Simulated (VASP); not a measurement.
**Al2Ru: single point with LDA**

Al2Ru:

```
Al Ru
1.0
     0.00000    3.95798    4.35095
     2.33236    0.00000    4.35095
     2.33236    3.95798    0.00000
Al Ru
4 2
Direct
  0.07886 0.42114 0.07886
  0.42114 0.07886 0.42114
  0.17114 0.82886 0.17114
  0.82886 0.17114 0.82886
  0.75000 0.75000 0.75000
  0.50000 0.50000 0.50000
```

* Program: VASP 6.6.1
* Task: single point
* Functional: LDA
* Potentials or basis: VASP PAW LDA potentials, release 64 (Al, Ru_pv)
* Cutoff: 520 eV
* k mesh: 10 × 10 × 10
* Occupations: gaussian, width 0.01 eV
* Spin: no spin polarisation

* Pressure: 0.4 GPa
* Largest force: 0.007 eV/Å

Forces on the atoms (eV/Å):
```
Al   0.000  0.007  0.000
Al   0.000 -0.007  0.000
Al   0.000 -0.007  0.000
Al   0.000  0.007  0.000
Ru   0.000  0.000  0.000
Ru   0.000  0.000  0.000
```

Levels at points of the mesh, in eV from the Fermi level:
```tsv
k point	band 18	band 19	band 20	band 21	band 22	band 23
(0.00, 0.00, 0.00)	-1.33	-1.28	-0.04	1.68	2.30	2.38
(0.50, 0.00, 0.00)	-2.21	-1.22	-0.95	0.31	0.69	1.85
(0.50, 0.50, 0.00)	-1.69	-1.40	-1.40	2.27	2.27	2.48
(0.50, 0.00, 0.50)	-2.38	-1.54	-1.54	1.76	1.76	2.44
(0.00, 0.50, 0.50)	-2.64	-1.35	-1.35	0.31	0.31	4.68
```

It took 5.2 min on 1 thread of Intel(R) Xeon(R) Platinum 8488C (Sapphire Rapids), with other jobs on the host, peak memory 0.44 GiB.
